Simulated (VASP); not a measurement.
# CuSi8Ni8 (a cell with a defect) in VASP: single point with PBE

Aim: the single point of CuSi8Ni8 (a cell with a defect) with PBE.

All numbers are computed with VASP 6.6.1; they aren't measurements. Logs are shortened: lines on timing, memory, paths and dates and some standing lists are left out, and cuts for length are marked.

**1. The cell of the first run**

The cell holds a defect, 17 atoms: a = 6.648 Å, b = 7.729 Å, c = 6.180 Å, α = 55.77°, β = 74.00°, γ = 50.23°.

**2. Single point, PBE**

File INCAR:

```
ALGO     = Normal         # electronic algorithm
EDIFF    = 1E-6           # SCF threshold, eV
ENCUT    = 520            # plane-wave cutoff, eV
GGA      = PE             # functional
ISIF     = 2              # what is computed and relaxed
ISMEAR   = -1             # smearing method
LASPH    = True           # aspherical terms in the spheres
LCHARG   = False          # write CHGCAR
LREAL    = Auto         
LWAVE    = False          # write WAVECAR
NBANDS   = 76             # bands
NELM     = 80             # most SCF steps
PREC     = Accurate       # precision mode
SIGMA    = 0.5            # smearing width, eV
```

File KPOINTS:

```
k-points
0
Gamma
  4 4 4
```

File POSCAR:

```
CuSi8Ni8
1.0
    0.0000000000      3.3651339800      5.7333422500
    5.1836640600      0.0000000000      5.7333422500
    5.1836640600      3.3651339800      0.0000000000
Si Ni Cu
8 8 1
Direct
    0.3083913994      0.3017424915      0.5080728826
    0.7426396690      0.8675007815      0.9423141478
    0.2568234271      0.1819856475     -0.0061142511
    0.6813792122      0.6713526146      0.5693296368
    0.1658737444      0.7542120924      0.5655571181
    0.6851558335      0.2349321388      0.0848328621
    0.3341464503      0.7523206343      0.9165646211
    0.8127520496      0.2309548989      0.4379523072
    0.2293779407      0.4820571407      0.0213357391
    0.7252911925      0.9518148307      0.5254151362
    0.2656396442      0.0399262641      0.4540896771
    0.7966164246      0.5089495942      0.9850681047
    0.0348320737      0.7802635264      0.2158817807
    0.5251777367      0.3105218550      0.7255263809
    0.4499000866      0.7375666440      0.2574288474
    0.9932847982      0.1941823163      0.8008077530
    0.9214311052      0.4931142862      0.3292730819
```

Potentials or basis: VASP PAW PBE potentials, release 64 (Si, Ni, Cu).

The run is started by

```console
$ cat potpaw_PBE.64/Si/POTCAR potpaw_PBE.64/Ni/POTCAR potpaw_PBE.64/Cu/POTCAR > POTCAR
$ mpirun -np 1 vasp_std > vasp.out
```

OUTCAR:

```text
EDIFF = 1E-6
   ENCUT = 520
   GGA = PE
   ISIF = 2
   ISMEAR = -1
   LASPH = True
   LREAL = Auto
   NELM = 80
   PREC = Accurate

 ion  position               nearest neighbor table
   1  0.308  0.302  0.508-  17 2.21  14 2.28  10 2.29  11 2.42  13 2.44   9 2.55   3 2.59  16 2.61
                             2 2.92   8 2.97   6 3.10
   2  0.743  0.868  0.942-  17 2.21  14 2.28  10 2.29  12 2.42  13 2.44   9 2.55   3 2.59  15 2.61
                             1 2.92   8 2.97   5 3.10
   3  0.257  0.182  0.994-  15 2.31  16 2.31   9 2.31  14 2.39  11 2.41  12 2.41   1 2.59   2 2.59

   4  0.681  0.671  0.569-  17 2.20  10 2.23  12 2.23  11 2.23  15 2.42  16 2.42   7 2.69  13 2.94
                             6 3.06   5 3.06
   5  0.166  0.754  0.566-  15 2.28  10 2.29   9 2.32  14 2.33  11 2.39  13 2.41   8 2.53   7 2.69
                             4 3.06   2 3.10
   6  0.685  0.235  0.085-  16 2.28  10 2.29   9 2.32  14 2.33  12 2.39  13 2.41   8 2.53   7 2.69
                             4 3.06   1 3.10
   7  0.334  0.752  0.917-  13 2.30   9 2.31  16 2.36  15 2.36  12 2.36  11 2.36   5 2.69   6 2.69
                             4 2.69
   8  0.813  0.231  0.438-  14 2.25  17 2.27  10 2.32  12 2.36  11 2.36   6 2.53   5 2.53  15 2.62
                            16 2.62   2 2.97   1 2.97
   9  0.229  0.482  0.021-   3 2.31   7 2.31   6 2.32   5 2.32  17 2.37  14 2.53   1 2.55   2 2.55
                            13 2.62  11 2.81  12 2.81
  10  0.725  0.952  0.525-   4 2.23   6 2.29   5 2.29   1 2.29   2 2.29   8 2.32  13 2.62  11 2.78
                            12 2.78  14 3.04
  11  0.266  0.040  0.454-   4 2.23   8 2.36   7 2.36   5 2.39  17 2.40   3 2.41   1 2.42  15 2.67
                            16 2.70  10 2.78   9 2.81
  12  0.797  0.509  0.985-   4 2.23   8 2.36   7 2.36   6 2.39  17 2.40   3 2.41   2 2.42  16 2.67
                            15 2.70  10 2.78   9 2.81
  13  0.035  0.780  0.216-   7 2.30   5 2.41   6 2.41   1 2.44   2 2.44  17 2.47  10 2.62   9 2.62
                            15 2.63  16 2.63   4 2.94
  14  0.525  0.311  0.726-   8 2.25   1 2.28   2 2.28   5 2.33   6 2.33   3 2.39   9 2.53  15 2.73
                            16 2.73  10 3.04
  15  0.450  0.738  0.257-   5 2.28   3 2.31   7 2.36  17 2.42   4 2.42   2 2.61   8 2.62  13 2.63
                            11 2.67  12 2.70  14 2.73  16 3.07
  16  0.993  0.194  0.801-   6 2.28   3 2.31   7 2.36  17 2.42   4 2.42   1 2.61   8 2.62  13 2.63
                            12 2.67  11 2.70  14 2.73  15 3.07
  17  0.921  0.493  0.329-   4 2.20   2 2.21   1 2.21   8 2.27   9 2.37  12 2.40  11 2.40  15 2.42
                            16 2.42  13 2.47

  LATTYP: Found a face centered orthorhombic cell.
 ALAT       =     6.7302679600
 B/A-ratio  =     1.5404034701
 C/A-ratio  =     1.7037485830

  Lattice vectors:

 A1 = (   5.1836640600,   0.0000000000,  -5.7333422500)
 A2 = (   0.0000000000,   3.3651339800,  -5.7333422500)
 A3 = (   5.1836640600,   3.3651339800,   0.0000000000)

Analysis of symmetry for initial positions (statically):
=====================================================================
 Subroutine PRICEL returns:
 Original cell was already a primitive cell.

 Routine SETGRP: Setting up the symmetry group for a
 face centered orthorhombic supercell.

 Subroutine GETGRP returns: Found  2 space group operations
 (whereof  1 operations were pure point group operations)
 out of a pool of  8 trial point group operations.

The static configuration has the point symmetry C_1 .
 The point group associated with its full space group is C_1h.

Analysis of symmetry for dynamics (positions and initial velocities):
=====================================================================
 Subroutine PRICEL returns:
 Original cell was already a primitive cell.

 Routine SETGRP: Setting up the symmetry group for a
 face centered orthorhombic supercell.

 Subroutine GETGRP returns: Found  2 space group operations
 (whereof  1 operations were pure point group operations)
 out of a pool of  8 trial point group operations.

The dynamic configuration has the point symmetry C_1 .
 The point group associated with its full space group is C_1h.

 Subroutine INISYM returns: Found  2 space group operations
 (whereof  1 operations are pure point group operations),
 and found     1 'primitive' translations

----------------------------------------------------------------------------------------

                                     Primitive cell

  volume of cell :     200.0217

  direct lattice vectors                    reciprocal lattice vectors
     0.000000000  3.365133980  5.733342250    -0.096456868  0.148582494  0.087209167
     5.183664060  0.000000000  5.733342250     0.096456868 -0.148582494  0.087209167
     5.183664060  3.365133980  0.000000000     0.096456868  0.148582494 -0.087209167

  length of vectors
     6.647957586  7.729268170  6.180169884     0.197449041  0.197449041  0.197449041

  position of ions in fractional coordinates (direct lattice)
     0.308391399  0.301742492  0.508072883
     0.742639669  0.867500781  0.942314148
     0.256823427  0.181985647  0.993885749
     0.681379212  0.671352615  0.569329637
     0.165873744  0.754212092  0.565557118
     0.685155833  0.234932139  0.084832862
[... 9 lines left out ...]
     0.993284798  0.194182316  0.800807753
     0.921431105  0.493114286  0.329273082

  ion indices of the primitive-cell ions
   primitive index   ion index
                 1           1
                 2           2
                 3           3
                 4           4
                 5           5
                 6           6
[... 9 lines left out ...]
                16          16
                17          17

----------------------------------------------------------------------------------------

 KPOINTS: k-points

Automatic generation of k-mesh.
 Grid dimensions read from file:
 generate k-points for:    4    4    4

 Generating k-lattice:

  Cartesian coordinates                     Fractional coordinates (reciprocal lattice)
    -0.024114217  0.037145624  0.021802292     0.250000000  0.000000000  0.000000000
     0.024114217 -0.037145624  0.021802292     0.000000000  0.250000000  0.000000000
     0.024114217  0.037145624 -0.021802292    -0.000000000 -0.000000000  0.250000000

  Length of vectors
     0.049362260  0.049362260  0.049362260

  Shift w.r.t. Gamma in fractional coordinates (k-lattice)
     0.000000000  0.000000000  0.000000000

 Subroutine IBZKPT returns following result:
 ===========================================

 Found     24 irreducible k-points:

 Following reciprocal coordinates:
            Coordinates               Weight
  0.000000  0.000000  0.000000      1.000000
  0.250000  0.000000  0.000000      4.000000
 -0.250000 -0.250000 -0.250000      4.000000
  0.500000  0.000000  0.000000      2.000000
  0.500000  0.500000  0.500000      2.000000
  0.250000  0.250000  0.000000      2.000000
[... 16 lines left out ...]
 -0.250000  0.250000  0.500000      2.000000
  0.000000  0.500000  0.500000      1.000000
   k-points           NKPTS =     24   k-points in BZ     NKDIM =     24   number of bands    NBANDS=     76
   number of dos      NEDOS =    301   number of ions     NIONS =     17
   total plane-waves  NPLWV = 144000
   dimension x,y,z NGX =    50 NGY =   60 NGZ =   48
   dimension x,y,z NGXF=   100 NGYF=  120 NGZF=   96
   ions per type =               8   8   1
   NGX,Y,Z   is equivalent  to a cutoff of  12.50, 12.91, 12.91 a.u.
   NGXF,Y,Z  is equivalent  to a cutoff of  25.01, 25.81, 25.82 a.u.
 SYSTEM =  unknown system
   PREC   = accura    normal or accurate (medium, high low for compatibility)
   ISTART =      0    job   : 0-new  1-cont  2-samecut
   ICHARG =      2    charge: 1-file 2-atom 10-const
   ISPIN  =      1    spin polarized calculation?
   LNONCOLLINEAR =      F non collinear calculations
   LSORBIT =      F    spin-orbit coupling
   LASPH  =      T    aspherical Exc in radial PAW
   ENCUT  =  520.0 eV  38.22 Ry    6.18 a.u.  12.36 14.37 11.49*2*pi/ulx,y,z
   NELM   =     80;   NELMIN=  2; NELMDL= -5     # of ELM steps
   EDIFF  = 0.1E-05   stopping-criterion for ELM
   LREAL  =      T    real-space projection
   EDIFFG = 0.1E-04   stopping-criterion for IOM
   NSW    =      0    number of steps for IOM
   IBRION =     -1    ionic relax: 0-MD 1-quasi-New 2-CG
   NFREE  =      0    steps in history (QN), initial steepest desc. (CG)
   ISIF   =      2    stress and relaxation
   ISYM   =      2    0-nonsym 1-usesym 2-fastsym
   POTIM  = 0.5000    time-step for ionic-motion
   TEBEG  =    0.0;   TEEND  =   0.0 temperature during run
   PSTRESS=    0.0 pullay stress
   NELECT =     123.0000    total number of electrons
   NUPDOWN=      -1.0000    fix difference up-down
   EMIN   =  10.00;   EMAX   =-10.00  energy-range for DOS
   EFERMI =   0.00;   METHOD = LEGACY
   ISMEAR =    -1;   SIGMA  =   0.50  broadening in eV -4-tet -1-fermi 0-gaus
   EFERMI_NEDOS =   21; number of points for ismear=-14 and -15
   IALGO  =     38    algorithm
   IMIX   =      4    mixing-type and parameters
     AMIX     =   0.40;   BMIX     =  1.00
     AMIX_MAG =   1.60;   BMIX_MAG =  1.00
  volume/ion in A,a.u.               =      11.77        79.40
  Fermi-wavevector in a.u.,A,eV,Ry     =   1.392144  2.630771 26.368976  1.938065
  Thomas-Fermi vector in A             =   2.515915
   LORBIT       =      0    0 simple, 1 ext, 2 COOP (PROOUT), +10 PAW based schemes
   GGA     = PE    functional components
   LHFCALC =     F    Hartree Fock is set to
   AEXX    =    0.0000 exact exchange contribution
   IVDW    =     0    specifies the selected vdW correction
   LEPSILON=     F    determine dielectric tensor
   LRPA    =     F    only Hartree local field effects (RPA)
 non-spin polarized calculation
  energy-cutoff  :      520.00
  volume of cell :      200.02
 maximum number of plane-waves:      5411
 NGX is ok and might be reduce to    50
   NGX = 25   NGY = 29   NGZ = 23

 number of electron     122.9999998 magnetization

 Free energy of the ion-electron system (eV)
  ---------------------------------------------------
  ext. energy  EPLUGINS =         0.00000000
  ---------------------------------------------------
  free energy    TOTEN  =       -99.53097433 eV

  energy without entropy =      -93.55278821  energy(sigma->0) =      -96.54188127

 E-fermi :  10.7649     XC(G=0): -12.3764

 val. band max:       10.7640502678   @ k =   0.0000   0.5000   0.5000
 cond. band min:      10.7712401544   @ k =   0.2500   0.0000   0.2500
 fundamental gap:      0.0071898866
 Fermi energy:        10.7648699334

 k-point     1 :       0.0000    0.0000    0.0000
  band No.  band energies     occupation
      1      -2.4777      2.00000
      2       0.7661      2.00000
      3       1.2224      2.00000
      4       1.8136      2.00000
      5       1.9710      2.00000
      6       2.0803      2.00000
[... 65 lines left out ...]
     72      14.5754      0.00098
     73      14.5957      0.00094

 k-point     2 :       0.2500    0.0000    0.0000
  band No.  band energies     occupation
      1      -2.1328      2.00000
      2       0.2832      2.00000
      3       0.5450      2.00000
      4       1.1118      2.00000
      5       2.0879      2.00000
      6       2.2812      2.00000
[... 1664 lines left out ...]
 k-point    24 :       0.0000    0.5000    0.5000
  band No.  band energies     occupation
      1      -1.4264      2.00000
      2      -0.9710      2.00000
      3       1.0923      2.00000
      4       1.3909      2.00000
      5       1.6114      2.00000
      6       1.8594      2.00000
[... 65 lines left out ...]
     72      14.3636      0.00150
     73      14.5682      0.00099
 [bands above 73 left out]

------------------------ aborting loop because EDIFF is reached ----------------------------------------

  FORCE on cell =-STRESS in cart. coord.  units (eV):
  Direction    XX          YY          ZZ          XY          YZ          ZX
  --------------------------------------------------------------------------------------
  -------------------------------------------------------------------------------------
  Total       15.9914996     16.2878047     13.3536039      0.0000000      0.0000000     -0.3400598
  in kB      128.0922053    130.4656146    106.9626120      0.0000000      0.0000000     -2.7238854
  external PRESSURE =     121.8401440 kB  Pullay stress =       0.0000000 kB

 VOLUME and BASIS-vectors are now :
 -----------------------------------------------------------------------------
  energy-cutoff  :      520.00
  volume of cell :      200.02
      direct lattice vectors                 reciprocal lattice vectors
     0.000000000  3.365133980  5.733342250    -0.096456868  0.148582494  0.087209167
     5.183664060  0.000000000  5.733342250     0.096456868 -0.148582494  0.087209167
     5.183664060  3.365133980  0.000000000     0.096456868  0.148582494 -0.087209167

 POSITION                                       TOTAL-FORCE (eV/Angst)
 -----------------------------------------------------------------------------------
      4.19781      2.74751      3.49811        -0.000478      0.006155     -0.006179
      9.38147      5.67010      9.23149        -0.000478     -0.006155     -0.006179
      6.09532      4.20880      2.51584        -0.007219     -0.000000      0.007689
      6.43128      4.20880      7.75567         0.021352     -0.000000     -0.006338
      6.84124      2.46136      5.27517         0.009339      0.002253      0.000247
      1.65755      2.59112      5.27518         0.009339     -0.002253      0.000247
[... 9 lines left out ...]
      5.15769      6.03736      6.80816        -0.014564     -0.005070      0.004852
      4.26298      4.20879      8.11007        -0.019344     -0.000000     -0.002789
 -----------------------------------------------------------------------------------
    total drift:                                0.003934     -0.006151     -0.001940

  FREE ENERGIE OF THE ION-ELECTRON SYSTEM (eV)
  ---------------------------------------------------
  free  energy   TOTEN  =       -99.5309743265 eV

  energy  without entropy=      -93.5527882132  energy(sigma->0) =      -96.54188127
```

It took 14 min on 1 thread of Intel Xeon 6975P-C (Granite Rapids), shared host; peak memory 0.51 GiB.

Results:

```yaml
Free_energy: -99.5310 eV
Pressure: 12.2 GPa
Largest_force: 0.023 eV/Å
Band_gap_on_the_k_mesh: zero (an odd number of electrons rules out a gap without spin polarisation)
```

Forces on the atoms (eV/Å):
```
Si   0.000  0.006 -0.006
Si   0.000 -0.006 -0.006
Si  -0.007  0.000  0.008
Si   0.021  0.000 -0.006
Si   0.009  0.002  0.000
Si   0.009 -0.002  0.000
Si  -0.016  0.000  0.010
Si  -0.008  0.000 -0.009
Ni   0.008  0.000 -0.009
Ni  -0.002  0.000 -0.005
Ni   0.002 -0.011  0.007
Ni   0.002  0.011  0.007
Ni   0.013  0.000 -0.011
Ni   0.018  0.000  0.014
Ni  -0.015  0.005  0.005
Ni  -0.015 -0.005  0.005
Cu  -0.019  0.000 -0.003
```

Caveat: so wide a smearing shifts energies and pressures. Spin polarisation is off, so any magnetic state and its effect on volume and gap are missing.
